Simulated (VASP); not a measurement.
# Cu (P6_3/mmc) in VASP: a series of runs

The runs below take Cu through single point, with PBE, LDA.

All numbers are computed with VASP 6.6.1; they aren't measurements. Logs are shortened: lines on timing, memory, paths and dates and some standing lists are left out, and cuts for length are marked.

### 1 The cell of the first run

The structure is hexagonal, space group P6_3/mmc (No. 194). Conventional cell: a = 2.564 Å, b = 2.564 Å, c = 8.371 Å, α = 90.00°, β = 90.00°, γ = 120.00°. Within 3.4 Å of Cu (site symmetry -6m2) lie 12 Cu at 2.56 Å. Within 3.4 Å of Cu (site symmetry -3m) lie 12 Cu at 2.56 Å.

### 2 Single point, PBE

INCAR reads:

```
PREC = Accurate
ENCUT = 520
EDIFF = 1E-6
ISMEAR = -1
SIGMA = 0.05
LREAL = False
LASPH = True
NELM = 80
ALGO = Fast
ISIF = 2
LWAVE = False
LCHARG = False
GGA = PE
NBANDS = 30
```

KPOINTS reads:

```
Automatic mesh
0
Gamma
  12 12 4
```

POSCAR reads:

```
Cu
1.0
    2.5640673725      0.0000000000      0.0000000000
   -1.2820336863      2.2205474816      0.0000000000
    0.0000000000      0.0000000000      8.3705356409
Cu
4
Direct
    0.6666666667      0.3333333333      0.7500000000
    0.0000000000      0.0000000000      0.5000000000
    0.3333333333      0.6666666667      0.2500000000
    0.0000000000      0.0000000000      0.0000000000
```

Potentials or basis: VASP PAW PBE potentials, release 64 (Cu).

The run is started by

```sh
cat potpaw_PBE.64/Cu/POTCAR > POTCAR
mpirun -np 1 vasp_std > vasp.out
```

OUTCAR:

```text
PREC = Accurate
   ENCUT = 520
   EDIFF = 1E-6
   ISMEAR = -1
   LREAL = False
   LASPH = True
   NELM = 80
   ISIF = 2
   GGA = PE

 ion  position               nearest neighbor table
   1  0.667  0.333  0.750-   2 2.56   4 2.56   2 2.56   4 2.56   2 2.56   4 2.56
   2  0.000  0.000  0.500-   1 2.56   3 2.56   1 2.56   3 2.56   1 2.56   3 2.56
   3  0.333  0.667  0.250-   2 2.56   4 2.56   2 2.56   4 2.56   2 2.56   4 2.56
   4  0.000  0.000  0.000-   1 2.56   3 2.56   1 2.56   3 2.56   1 2.56   3 2.56

  LATTYP: Found a hexagonal cell.
 ALAT       =     2.5640673725
 C/A-ratio  =     3.2645537051

  Lattice vectors:

 A1 = (   2.5640673725,   0.0000000000,   0.0000000000)
 A2 = (  -1.2820336863,   2.2205474816,   0.0000000000)
 A3 = (   0.0000000000,   0.0000000000,   8.3705356409)

Analysis of symmetry for initial positions (statically):
=====================================================================
 Subroutine PRICEL returns:
 Original cell was already a primitive cell.

 Routine SETGRP: Setting up the symmetry group for a
 hexagonal supercell.

 Subroutine GETGRP returns: Found 24 space group operations
 (whereof 12 operations were pure point group operations)
 out of a pool of 24 trial point group operations.

The static configuration has the point symmetry D_3d.
 The point group associated with its full space group is D_6h.

Analysis of symmetry for dynamics (positions and initial velocities):
=====================================================================
 Subroutine PRICEL returns:
 Original cell was already a primitive cell.

 Routine SETGRP: Setting up the symmetry group for a
 hexagonal supercell.

 Subroutine GETGRP returns: Found 24 space group operations
 (whereof 12 operations were pure point group operations)
 out of a pool of 24 trial point group operations.

The dynamic configuration has the point symmetry D_3d.
 The point group associated with its full space group is D_6h.

 Subroutine INISYM returns: Found 24 space group operations
 (whereof 12 operations are pure point group operations),
 and found     1 'primitive' translations

----------------------------------------------------------------------------------------

                                     Primitive cell

  volume of cell :      47.6588

  direct lattice vectors                    reciprocal lattice vectors
     2.564067372  0.000000000  0.000000000     0.390005353  0.225169695  0.000000000
    -1.282033686  2.220547482  0.000000000     0.000000000  0.450339391  0.000000000
     0.000000000  0.000000000  8.370535641     0.000000000  0.000000000  0.119466668

  length of vectors
     2.564067372  2.564067373  8.370535641     0.450339391  0.450339391  0.119466668

  position of ions in fractional coordinates (direct lattice)
     0.666666667  0.333333333  0.750000000
     0.000000000  0.000000000  0.500000000
     0.333333333  0.666666667  0.250000000
     0.000000000  0.000000000  0.000000000

  ion indices of the primitive-cell ions
   primitive index   ion index
                 1           1
                 2           2
                 3           3
                 4           4

----------------------------------------------------------------------------------------

 KPOINTS: Automatic mesh

Automatic generation of k-mesh.
 Grid dimensions read from file:
 generate k-points for:   12   12    4

 Generating k-lattice:

  Cartesian coordinates                     Fractional coordinates (reciprocal lattice)
     0.032500446  0.018764141  0.000000000     0.083333333  0.000000000  0.000000000
     0.000000000  0.037528283  0.000000000     0.000000000  0.083333333  0.000000000
     0.000000000  0.000000000  0.029866667     0.000000000  0.000000000  0.250000000

  Length of vectors
     0.037528283  0.037528283  0.029866667

  Shift w.r.t. Gamma in fractional coordinates (k-lattice)
     0.000000000  0.000000000  0.000000000

 Subroutine IBZKPT returns following result:
 ===========================================

 Found     57 irreducible k-points:

 Following reciprocal coordinates:
            Coordinates               Weight
  0.000000  0.000000  0.000000      1.000000
  0.083333  0.000000  0.000000      6.000000
  0.166667  0.000000  0.000000      6.000000
  0.250000 -0.000000  0.000000      6.000000
  0.333333  0.000000  0.000000      6.000000
  0.416667 -0.000000  0.000000      6.000000
[... 16 lines left out ...]
  0.250000 -0.000000  0.250000     12.000000
  0.333333  0.000000  0.250000     12.000000
 [... further k-points ...]
   k-points           NKPTS =     57   k-points in BZ     NKDIM =     57   number of bands    NBANDS=     30
   number of dos      NEDOS =    301   number of ions     NIONS =      4
   total plane-waves  NPLWV =  25600
   dimension x,y,z NGX =    20 NGY =   20 NGZ =   64
   dimension x,y,z NGXF=    40 NGYF=   40 NGZF=  128
   ions per type =               4
   NGX,Y,Z   is equivalent  to a cutoff of  12.97, 12.97, 12.71 a.u.
   NGXF,Y,Z  is equivalent  to a cutoff of  25.93, 25.93, 25.42 a.u.
 SYSTEM =  unknown system
   PREC   = accura    normal or accurate (medium, high low for compatibility)
   ISTART =      0    job   : 0-new  1-cont  2-samecut
   ICHARG =      2    charge: 1-file 2-atom 10-const
   ISPIN  =      1    spin polarized calculation?
   LNONCOLLINEAR =      F non collinear calculations
   LSORBIT =      F    spin-orbit coupling
   LASPH  =      T    aspherical Exc in radial PAW
   ENCUT  =  520.0 eV  38.22 Ry    6.18 a.u.   4.77  4.77 15.56*2*pi/ulx,y,z
   NELM   =     80;   NELMIN=  2; NELMDL= -5     # of ELM steps
   EDIFF  = 0.1E-05   stopping-criterion for ELM
   LREAL  =      F    real-space projection
   EDIFFG = 0.1E-04   stopping-criterion for IOM
   NSW    =      0    number of steps for IOM
   IBRION =     -1    ionic relax: 0-MD 1-quasi-New 2-CG
   NFREE  =      0    steps in history (QN), initial steepest desc. (CG)
   ISIF   =      2    stress and relaxation
   ISYM   =      2    0-nonsym 1-usesym 2-fastsym
   POTIM  = 0.5000    time-step for ionic-motion
   TEBEG  =    0.0;   TEEND  =   0.0 temperature during run
   PSTRESS=    0.0 pullay stress
   NELECT =      44.0000    total number of electrons
   NUPDOWN=      -1.0000    fix difference up-down
   EMIN   =  10.00;   EMAX   =-10.00  energy-range for DOS
   EFERMI =   0.00;   METHOD = LEGACY
   ISMEAR =    -1;   SIGMA  =   0.05  broadening in eV -4-tet -1-fermi 0-gaus
   EFERMI_NEDOS =   21; number of points for ismear=-14 and -15
   IALGO  =     68    algorithm
   IMIX   =      4    mixing-type and parameters
     AMIX     =   0.40;   BMIX     =  1.00
     AMIX_MAG =   1.60;   BMIX_MAG =  1.00
  volume/ion in A,a.u.               =      11.91        80.40
  Fermi-wavevector in a.u.,A,eV,Ry     =   1.594085  3.012384 34.573859  2.541107
  Thomas-Fermi vector in A             =   2.692214
   LORBIT       =      0    0 simple, 1 ext, 2 COOP (PROOUT), +10 PAW based schemes
   GGA     = PE    functional components
   LHFCALC =     F    Hartree Fock is set to
   AEXX    =    0.0000 exact exchange contribution
   IVDW    =     0    specifies the selected vdW correction
   LEPSILON=     F    determine dielectric tensor
   LRPA    =     F    only Hartree local field effects (RPA)
 non-spin polarized calculation
 RMM-DIIS sequential band-by-band and
  energy-cutoff  :      520.00
  volume of cell :       47.66
 maximum number of plane-waves:      1312
 NGX is ok and might be reduce to    20
   NGX =  9   NGY =  9   NGZ = 31

 number of electron      44.0000022 magnetization

 Free energy of the ion-electron system (eV)
  ---------------------------------------------------
  ext. energy  EPLUGINS =         0.00000000
  ---------------------------------------------------
  free energy    TOTEN  =       -14.88935036 eV

  energy without entropy =      -14.87639501  energy(sigma->0) =      -14.88287268

 E-fermi :   7.3888     XC(G=0): -12.6745

 val. band max:        7.3669484167   @ k =   0.4167   0.0833   0.5000
 cond. band min:       7.5278682475   @ k =   0.5000  -0.0000   0.5000
 fundamental gap:      0.1609198309
 Fermi energy:         7.3888347933

 k-point     1 :       0.0000    0.0000    0.0000
  band No.  band energies     occupation
      1      -1.8074      2.00000
      2       0.2973      2.00000
      3       0.3110      2.00000
      4       2.4502      2.00000
      5       4.2348      2.00000
      6       4.2376      2.00000
[... 22 lines left out ...]
     29      29.1963      0.00000
     30      29.6728      0.00000

 k-point     2 :       0.0833    0.0000    0.0000
  band No.  band energies     occupation
      1      -1.5845      2.00000
      2       0.4965      2.00000
      3       0.5098      2.00000
      4       2.5803      2.00000
      5       4.1343      2.00000
      6       4.1838      2.00000
[... 22 lines left out ...]
     29      27.2480      0.00000
     30      27.3504      0.00000

 k-point     3 :       0.1667    0.0000    0.0000
  band No.  band energies     occupation
      1      -0.9306      2.00000
      2       1.0578      2.00000
      3       1.0700      2.00000
      4       2.9135      2.00000
      5       3.9498      2.00000
      6       4.0622      2.00000
[... 22 lines left out ...]
     29      23.5793      0.00000
     30      23.6256      0.00000

 k-point     4 :       0.2500   -0.0000    0.0000
  band No.  band energies     occupation
      1       0.0964      2.00000
      2       1.8252      2.00000
      3       1.8351      2.00000
      4       3.2296      2.00000
      5       3.8121      2.00000
      6       3.8242      2.00000
[... 22 lines left out ...]
     29      21.4401      0.00000
     30      21.5757      0.00000

 k-point     5 :       0.3333    0.0000    0.0000
  band No.  band energies     occupation
      1       1.3309      2.00000
      2       2.4149      2.00000
      3       2.4354      2.00000
      4       3.2391      2.00000
      5       3.5743      2.00000
      6       3.7123      2.00000
[... 22 lines left out ...]
     29      21.7624      0.00000
     30      21.8361      0.00000
[... 526 lines left out ...]
     29      26.5937      0.00000
     30      27.3848      0.00000

 k-point    22 :       0.1667    0.0000    0.2500
  band No.  band energies     occupation
      1      -0.7953      2.00000
      2       0.2425      2.00000
      3       1.9346      2.00000
      4       2.8597      2.00000
      5       3.9355      2.00000
      6       4.0869      2.00000
[... 22 lines left out ...]
     29      23.6647      0.00000
     30      24.7439      0.00000

 k-point    23 :       0.2500   -0.0000    0.2500
  band No.  band energies     occupation
      1       0.2190      2.00000
      2       1.1381      2.00000
      3       2.5197      2.00000
      4       3.2083      2.00000
      5       3.7265      2.00000
      6       3.7504      2.00000
[... 22 lines left out ...]
     29      21.0852      0.00000
     30      23.3860      0.00000

 k-point    24 :       0.3333    0.0000    0.2500
  band No.  band energies     occupation
      1       1.4193      2.00000
      2       2.0288      2.00000
      3       2.7854      2.00000
      4       3.2338      2.00000
      5       3.4823      2.00000
      6       3.5646      2.00000
[... 22 lines left out ...]
     29      19.8967      0.00000
     30      20.6536      0.00000

 [... further k-points ...]
[... 5 lines left out ...]
  --------------------------------------------------------------------------------------
  -------------------------------------------------------------------------------------
  Total        0.3962708      0.3962708      0.2282212     -0.0000000      0.0000000      0.0000000
  in kB       13.3217085     13.3217085      7.6722690     -0.0000000      0.0000000      0.0000000
  external PRESSURE =      11.4385620 kB  Pullay stress =       0.0000000 kB

 VOLUME and BASIS-vectors are now :
 -----------------------------------------------------------------------------
  energy-cutoff  :      520.00
  volume of cell :       47.66
      direct lattice vectors                 reciprocal lattice vectors
     2.564067372  0.000000000  0.000000000     0.390005353  0.225169695  0.000000000
    -1.282033686  2.220547482  0.000000000     0.000000000  0.450339391  0.000000000
     0.000000000  0.000000000  8.370535641     0.000000000  0.000000000  0.119466668

 POSITION                                       TOTAL-FORCE (eV/Angst)
 -----------------------------------------------------------------------------------
      1.28203      0.74018      6.27790         0.000000     -0.000000     -0.000000
      0.00000      0.00000      4.18527         0.000000      0.000000     -0.000000
     -0.00000      1.48036      2.09263        -0.000000      0.000000      0.000000
      0.00000      0.00000      0.00000         0.000000      0.000000     -0.000000
 -----------------------------------------------------------------------------------
    total drift:                                0.000000     -0.000000      0.000000

  FREE ENERGIE OF THE ION-ELECTRON SYSTEM (eV)
  ---------------------------------------------------
  free  energy   TOTEN  =       -14.8893503616 eV

  energy  without entropy=      -14.8763950052  energy(sigma->0) =      -14.88287268
```

It took 44 s on 1 thread of Intel Xeon 6975P-C (Granite Rapids), shared host; peak memory 0.19 GiB.

Results:

```yaml
Free_energy: -14.8894 eV
Pressure: 1.1 GPa
Band_gap_on_the_k_mesh: zero (band 22 reaches 10.82 eV, above the bottom of band 23 at 5.70 eV)
```

Stress tensor (GPa, compression positive):
```
1.33 0.00 0.00
0.00 1.33 0.00
0.00 0.00 0.77
```

### 3 Single point, PBE

This run uses another cell than the first one, of 12.14 Å³/atom, 1.019 times its volume.

INCAR reads:

```
PREC = Accurate ; ENCUT = 520
EDIFF = 1E-7 ; ISMEAR = -1
SIGMA = 0.05 ; LREAL = False
LASPH = True ; NELM = 60
ALGO = Normal ; ISIF = 2
LWAVE = False ; LCHARG = False
GGA = PE ; NBANDS = 30
```

KPOINTS reads:

```
regular mesh
0
Gamma
  12 12 4
```

POSCAR reads:

```
Cu
1.0
    2.5803994521      0.0000000000      0.0000000000
   -1.2901997261      2.2346914775      0.0000000000
    0.0000000000      0.0000000000      8.4238525920
Cu
4
Direct
    0.6666666667      0.3333333333      0.7500000000
    0.0000000000      0.0000000000      0.5000000000
    0.3333333333      0.6666666667      0.2500000000
    0.0000000000      0.0000000000      0.0000000000
```

Potentials or basis: VASP PAW PBE potentials, release 64 (Cu).

The run is started by

```sh
cat potpaw_PBE.64/Cu/POTCAR > POTCAR
mpirun -np 1 vasp_std > vasp.out
```

Run time: 39 s. Hardware: 1 thread of Intel Xeon 6975P-C (Granite Rapids), shared host; peak memory 0.19 GiB.

Results (log left out):

```yaml
Free_energy: -14.8891 eV
Pressure: -1.4 GPa
Band_gap_on_the_k_mesh: zero (band 22 reaches 10.56 eV, above the bottom of band 23 at 5.49 eV)
```

Stress tensor (GPa, compression positive):
```
-1.22  0.00  0.00
 0.00 -1.22  0.00
 0.00  0.00 -1.84
```

Levels at points of the mesh, in eV from the Fermi level:
| k point | band 19 | band 20 | band 21 | band 22 | band 23 | band 24 | band 25 | band 26 |
| --- | --- | --- | --- | --- | --- | --- | --- | --- |
| (0.00, 0.00, 0.00) | -1.98 | -1.83 | -1.83 | -1.56 | -1.56 | -0.83 | 3.71 | 12.31 |
| (0.50, 0.00, 0.00) | -1.43 | -1.41 | -0.46 | 0.55 | 1.02 | 1.59 | 4.52 | 4.54 |
| (0.00, 0.00, 0.50) | -2.10 | -2.10 | -1.67 | -1.67 | -1.67 | -1.67 | 6.83 | 6.83 |
| (0.50, 0.00, 0.50) | -1.43 | -1.43 | 0.15 | 0.15 | 1.41 | 1.41 | 5.06 | 5.06 |

(Continued in part 2 of 2.)
